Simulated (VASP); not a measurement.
# LiLaCdAs2 (Pmmm) in VASP: a series of runs

The runs below take LiLaCdAs2 through single point, relaxation of cell and atoms, with PBE.

Program: VASP 6.6.1. These are calculated values, not measurements. Logs are shortened: lines on timing, memory, paths and dates and some standing lists are left out, and cuts for length are marked.

## 1. The cell of the first run

It takes space group Pmmm (No. 47, orthorhombic). Conventional cell: a = 4.225 Å, b = 5.158 Å, c = 8.289 Å, α = 90.00°, β = 90.00°, γ = 90.00°. Within 3.5 Å of Li (site symmetry mmm) lie 4 As at 2.66 Å and 4 La at 3.33 Å. Within 4.0 Å of La (site symmetry mmm) lie 4 As at 3.05 Å and 4 Li at 3.33 Å. Within 3.3 Å of Cd (site symmetry mmm) lie 2 As at 2.52 Å. As (site symmetry mm2) has 1 Cd at 2.52 Å and 2 Li at 2.66 Å and 2 La at 3.05 Å and 1 As at 3.25 Å within 3.3 Å.

The cell was built from a structure type or drawn by symmetry, and may not be a known phase.

## 2. Single point, PBE

INCAR

```
SYSTEM = LiLaCdAs2
ALGO = Normal
EDIFF = 1E-7
ENCUT = 520
GGA = PE
ISIF = 2
ISMEAR = 0
LASPH = .TRUE.
LCHARG = .FALSE.
LREAL = .FALSE.
LWAVE = .FALSE.
NBANDS = 26
NELM = 60
PREC = Accurate
SIGMA = 0.2
```

KPOINTS

```
k-points
0
G
  4 4 3
  0 0 0
```

POSCAR

```
LiLaCdAs2
1.0
    4.2248728207      0.0000000000      0.0000000000
    0.0000000000      5.1579121191      0.0000000000
    0.0000000000      0.0000000000      8.2894570241
Li La Cd As
1 1 1 2
Direct
    0.0000000000      0.0000000000      0.0000000000
    0.5000000000      0.5000000000      0.0000000000
    0.5000000000      0.0000000000      0.5000000000
    0.5000000000      0.0000000000      0.1959886538
    0.5000000000      0.0000000000      0.8040113462
```

Potentials or basis: VASP PAW PBE potentials, release 64 (Li_sv, La, Cd, As).

Run with:

```
> cat potpaw_PBE.64/Li_sv/POTCAR potpaw_PBE.64/La/POTCAR potpaw_PBE.64/Cd/POTCAR potpaw_PBE.64/As/POTCAR > POTCAR
> mpirun -np 1 vasp_std > vasp.out
```

OUTCAR:

```text
SYSTEM = LiLaCdAs2
   EDIFF = 1E-7
   ENCUT = 520
   GGA = PE
   ISIF = 2
   ISMEAR = 0
   LASPH = .TRUE.
   LREAL = .FALSE.
   NELM = 60
   PREC = Accurate

 ion  position               nearest neighbor table
   1  0.000  0.000  0.000-   4 2.66   5 2.66   4 2.66   5 2.66
   2  0.500  0.500  0.000-   4 3.05   5 3.05   4 3.05   5 3.05
   3  0.500  0.000  0.500-   4 2.52   5 2.52
   4  0.500  0.000  0.196-   3 2.52   1 2.66   1 2.66   2 3.05   2 3.05
   5  0.500  0.000  0.804-   3 2.52   1 2.66   1 2.66   2 3.05   2 3.05

  LATTYP: Found a simple orthorhombic cell.
 ALAT       =     4.2248728207
 B/A-ratio  =     1.2208443515
 C/A-ratio  =     1.9620607237

  Lattice vectors:

 A1 = (   4.2248728207,   0.0000000000,   0.0000000000)
 A2 = (   0.0000000000,   5.1579121191,   0.0000000000)
 A3 = (   0.0000000000,   0.0000000000,   8.2894570241)

Analysis of symmetry for initial positions (statically):
=====================================================================
 Subroutine PRICEL returns:
 Original cell was already a primitive cell.

 Routine SETGRP: Setting up the symmetry group for a
 simple orthorhombic supercell.

 Subroutine GETGRP returns: Found  8 space group operations
 (whereof  8 operations were pure point group operations)
 out of a pool of  8 trial point group operations.

The static configuration has the point symmetry D_2h.

Analysis of symmetry for dynamics (positions and initial velocities):
=====================================================================
 Subroutine PRICEL returns:
 Original cell was already a primitive cell.

 Routine SETGRP: Setting up the symmetry group for a
 simple orthorhombic supercell.

 Subroutine GETGRP returns: Found  8 space group operations
 (whereof  8 operations were pure point group operations)
 out of a pool of  8 trial point group operations.

The dynamic configuration has the point symmetry D_2h.

 Subroutine INISYM returns: Found  8 space group operations
 (whereof  8 operations are pure point group operations),
 and found     1 'primitive' translations

----------------------------------------------------------------------------------------

                                     Primitive cell

  volume of cell :     180.6399

  direct lattice vectors                    reciprocal lattice vectors
     4.224872821  0.000000000  0.000000000     0.236693515  0.000000000  0.000000000
     0.000000000  5.157912119  0.000000000     0.000000000  0.193876898  0.000000000
     0.000000000  0.000000000  8.289457024     0.000000000  0.000000000  0.120635163

  length of vectors
     4.224872821  5.157912119  8.289457024     0.236693515  0.193876898  0.120635163

  position of ions in fractional coordinates (direct lattice)
     0.000000000  0.000000000  0.000000000
     0.500000000  0.500000000  0.000000000
     0.500000000  0.000000000  0.500000000
     0.500000000  0.000000000  0.195988654
     0.500000000  0.000000000  0.804011346

  ion indices of the primitive-cell ions
   primitive index   ion index
                 1           1
                 2           2
                 3           3
                 4           4
                 5           5

----------------------------------------------------------------------------------------

 KPOINTS: k-points

Automatic generation of k-mesh.
 Grid dimensions read from file:
 generate k-points for:    4    4    3

 Generating k-lattice:

  Cartesian coordinates                     Fractional coordinates (reciprocal lattice)
     0.059173379  0.000000000  0.000000000     0.250000000  0.000000000  0.000000000
     0.000000000  0.048469224  0.000000000     0.000000000  0.250000000  0.000000000
     0.000000000  0.000000000  0.040211721     0.000000000  0.000000000  0.333333333

  Length of vectors
     0.059173379  0.048469224  0.040211721

  Shift w.r.t. Gamma in fractional coordinates (k-lattice)
     0.000000000  0.000000000  0.000000000

 Subroutine IBZKPT returns following result:
 ===========================================

 Found     18 irreducible k-points:

 Following reciprocal coordinates:
            Coordinates               Weight
  0.000000  0.000000  0.000000      1.000000
  0.250000  0.000000  0.000000      2.000000
  0.500000  0.000000  0.000000      1.000000
  0.000000  0.250000  0.000000      2.000000
  0.250000  0.250000  0.000000      4.000000
  0.500000  0.250000  0.000000      2.000000
[... 10 lines left out ...]
  0.250000  0.500000  0.333333      4.000000
  0.500000  0.500000  0.333333      2.000000
   k-points           NKPTS =     18   k-points in BZ     NKDIM =     18   number of bands    NBANDS=     26
   number of dos      NEDOS =    301   number of ions     NIONS =      5
   total plane-waves  NPLWV =  81920
   dimension x,y,z NGX =    32 NGY =   40 NGZ =   64
   dimension x,y,z NGXF=    64 NGYF=   80 NGZF=  128
   ions per type =               1   1   1   2
   NGX,Y,Z   is equivalent  to a cutoff of  12.59, 12.89, 12.84 a.u.
   NGXF,Y,Z  is equivalent  to a cutoff of  25.18, 25.78, 25.67 a.u.
 SYSTEM =  LiLaCdAs2
   PREC   = accura    normal or accurate (medium, high low for compatibility)
   ISTART =      0    job   : 0-new  1-cont  2-samecut
   ICHARG =      2    charge: 1-file 2-atom 10-const
   ISPIN  =      1    spin polarized calculation?
   LNONCOLLINEAR =      F non collinear calculations
   LSORBIT =      F    spin-orbit coupling
   LASPH  =      T    aspherical Exc in radial PAW
   ENCUT  =  520.0 eV  38.22 Ry    6.18 a.u.   7.86  9.59 15.41*2*pi/ulx,y,z
   NELM   =     60;   NELMIN=  2; NELMDL= -5     # of ELM steps
   EDIFF  = 0.1E-06   stopping-criterion for ELM
   LREAL  =      F    real-space projection
   EDIFFG = 0.1E-05   stopping-criterion for IOM
   NSW    =      0    number of steps for IOM
   IBRION =     -1    ionic relax: 0-MD 1-quasi-New 2-CG
   NFREE  =      0    steps in history (QN), initial steepest desc. (CG)
   ISIF   =      2    stress and relaxation
   ISYM   =      2    0-nonsym 1-usesym 2-fastsym
   POTIM  = 0.5000    time-step for ionic-motion
   TEBEG  =    0.0;   TEEND  =   0.0 temperature during run
   PSTRESS=    0.0 pullay stress
   NELECT =      36.0000    total number of electrons
   NUPDOWN=      -1.0000    fix difference up-down
   EMIN   =  10.00;   EMAX   =-10.00  energy-range for DOS
   EFERMI =   0.00;   METHOD = LEGACY
   ISMEAR =     0;   SIGMA  =   0.20  broadening in eV -4-tet -1-fermi 0-gaus
   EFERMI_NEDOS =   21; number of points for ismear=-14 and -15
   IALGO  =     38    algorithm
   IMIX   =      4    mixing-type and parameters
     AMIX     =   0.40;   BMIX     =  1.00
     AMIX_MAG =   1.60;   BMIX_MAG =  1.00
  volume/ion in A,a.u.               =      36.13       243.80
  Fermi-wavevector in a.u.,A,eV,Ry     =   0.956249  1.807049 12.441339  0.914413
  Thomas-Fermi vector in A             =   2.085160
   LORBIT       =      0    0 simple, 1 ext, 2 COOP (PROOUT), +10 PAW based schemes
   GGA     = PE    functional components
   LHFCALC =     F    Hartree Fock is set to
   AEXX    =    0.0000 exact exchange contribution
   IVDW    =     0    specifies the selected vdW correction
   LEPSILON=     F    determine dielectric tensor
   LRPA    =     F    only Hartree local field effects (RPA)
 non-spin polarized calculation
 Gauss-broadening in eV      SIGMA  =   0.20
  energy-cutoff  :      520.00
  volume of cell :      180.64
 maximum number of plane-waves:      4889
 NGX is ok and might be reduce to    32
   NGX = 15   NGY = 19   NGZ = 31

 number of electron      35.9999998 magnetization

 Free energy of the ion-electron system (eV)
  ---------------------------------------------------
  ext. energy  EPLUGINS =         0.00000000
  ---------------------------------------------------
  free energy    TOTEN  =       -18.26172103 eV

  energy without entropy =      -18.24505510  energy(sigma->0) =      -18.25338807

 E-fermi :   1.6869     XC(G=0):  -7.4414

 val. band max:        1.5785085400   @ k =   0.5000   0.2500   0.0000
 cond. band min:       1.8016327409   @ k =   0.5000   0.0000   0.0000
 fundamental gap:      0.2231242009
 Fermi energy:         1.6868667468

 k-point     1 :       0.0000    0.0000    0.0000
  band No.  band energies     occupation
      1     -44.1175      2.00000
      2     -31.2757      2.00000
      3     -15.0321      2.00000
      4     -14.9995      2.00000
      5     -14.9876      2.00000
      6      -9.0415      2.00000
[... 18 lines left out ...]
     25       3.7382      0.00000
     26       3.7886      0.00000

 k-point     2 :       0.2500    0.0000    0.0000
  band No.  band energies     occupation
      1     -44.1174      2.00000
      2     -31.2681      2.00000
      3     -15.1276      2.00000
      4     -15.0186      2.00000
      5     -14.9723      2.00000
      6      -8.9724      2.00000
[... 18 lines left out ...]
     25       3.6824      0.00000
     26       3.8295      0.00000

 k-point     3 :       0.5000    0.0000    0.0000
  band No.  band energies     occupation
      1     -44.1173      2.00000
      2     -31.2606      2.00000
      3     -15.2512      2.00000
      4     -15.0049      2.00000
      5     -14.9570      2.00000
      6      -8.9017      2.00000
[... 18 lines left out ...]
     25       3.6758      0.00000
     26       3.8372      0.00000

 k-point     4 :       0.0000    0.2500    0.0000
  band No.  band energies     occupation
      1     -44.1175      2.00000
      2     -31.2747      2.00000
      3     -15.0644      2.00000
      4     -15.0172      2.00000
      5     -14.9971      2.00000
      6      -8.8585      2.00000
[... 18 lines left out ...]
     25       3.6536      0.00000
     26       3.6966      0.00000
[... 322 lines left out ...]
      1     -44.1174      2.00000
      2     -31.2737      2.00000
      3     -15.1372      2.00000
      4     -15.0020      2.00000
      5     -14.9946      2.00000
      6      -8.6636      2.00000
[... 18 lines left out ...]
     25       3.6214      0.00000
     26       3.6417      0.00000

 k-point    17 :       0.2500    0.5000    0.3333
  band No.  band energies     occupation
      1     -44.1174      2.00000
      2     -31.2660      2.00000
      3     -15.1235      2.00000
      4     -15.1224      2.00000
      5     -14.9895      2.00000
      6      -8.5966      2.00000
[... 18 lines left out ...]
     25       3.6517      0.00000
     26       3.6912      0.00000

 k-point    18 :       0.5000    0.5000    0.3333
  band No.  band energies     occupation
      1     -44.1173      2.00000
      2     -31.2584      2.00000
      3     -15.2479      2.00000
      4     -15.1075      2.00000
      5     -14.9769      2.00000
      6      -8.5285      2.00000
[... 18 lines left out ...]
     25       3.6294      0.00000
     26       3.7205      0.00000

------------------------ aborting loop because EDIFF is reached ----------------------------------------

  FORCE on cell =-STRESS in cart. coord.  units (eV):
  Direction    XX          YY          ZZ          XY          YZ          ZX
  --------------------------------------------------------------------------------------
  -------------------------------------------------------------------------------------
  Total        0.0987189     -0.0049657      0.5062683     -0.0000000      0.0000000      0.0000000
  in kB        0.8755824     -0.0440434      4.4903238     -0.0000000      0.0000000      0.0000000
  external PRESSURE =       1.7739543 kB  Pullay stress =       0.0000000 kB

 VOLUME and BASIS-vectors are now :
 -----------------------------------------------------------------------------
  energy-cutoff  :      520.00
  volume of cell :      180.64
      direct lattice vectors                 reciprocal lattice vectors
     4.224872821  0.000000000  0.000000000     0.236693515  0.000000000  0.000000000
     0.000000000  5.157912119  0.000000000     0.000000000  0.193876898  0.000000000
     0.000000000  0.000000000  8.289457024     0.000000000  0.000000000  0.120635163

 POSITION                                       TOTAL-FORCE (eV/Angst)
 -----------------------------------------------------------------------------------
      0.00000      0.00000      0.00000         0.000000      0.000000      0.000000
      2.11244      2.57896      0.00000         0.000000      0.000000      0.000000
      2.11244      0.00000      4.14473         0.000000      0.000000      0.000000
      2.11244      0.00000      1.62464         0.000000     -0.000000     -0.055310
      2.11244      0.00000      6.66482         0.000000      0.000000      0.055310
 -----------------------------------------------------------------------------------
    total drift:                                0.000000     -0.000000     -0.000000

  FREE ENERGIE OF THE ION-ELECTRON SYSTEM (eV)
  ---------------------------------------------------
  free  energy   TOTEN  =       -18.2617210346 eV

  energy  without entropy=      -18.2450550969  energy(sigma->0) =      -18.25338807
```

Wall time 58 s (1 thread of Intel Xeon 6975P-C (Granite Rapids), shared host); peak memory 0.33 GiB.

Results:

* Free energy: -18.2617 eV
* Largest force: 0.055 eV/Å
* Band gap on the k mesh: 0.22 eV (least direct gap 0.31 eV)

Forces on the atoms (eV/Å):
```
Li   0.000  0.000  0.000
La   0.000  0.000  0.000
Cd   0.000  0.000  0.000
As   0.000  0.000 -0.055
As   0.000  0.000  0.055
```

Levels at points of the mesh, in eV from the valence-band top:
| k point | band 16 | band 17 | band 18 | band 19 | band 20 | band 21 |
| --- | --- | --- | --- | --- | --- | --- |
| (0.00, 0.00, 0.00) | -0.59 | -0.58 | -0.41 | 0.49 | 0.95 | 1.75 |
| (0.50, 0.00, 0.00) | -1.46 | -0.33 | -0.08 | 0.22 | 1.50 | 1.51 |
| (0.00, 0.50, 0.00) | -0.70 | -0.61 | -0.34 | 0.71 | 1.12 | 1.50 |
| (0.50, 0.50, 0.00) | -1.37 | -0.40 | -0.19 | 0.95 | 1.26 | 1.66 |

Caveat: the cutoff is under 1.25 times the usual one of these potentials, so pressure, stress and relaxed cells hold a basis-set (Pulay) error; spin-orbit coupling is left out, which moves the levels of the heavy elements; an odd mesh through Γ misses points on the zone boundary, where band edges can lie.

(Continued in part 2 of 2.)
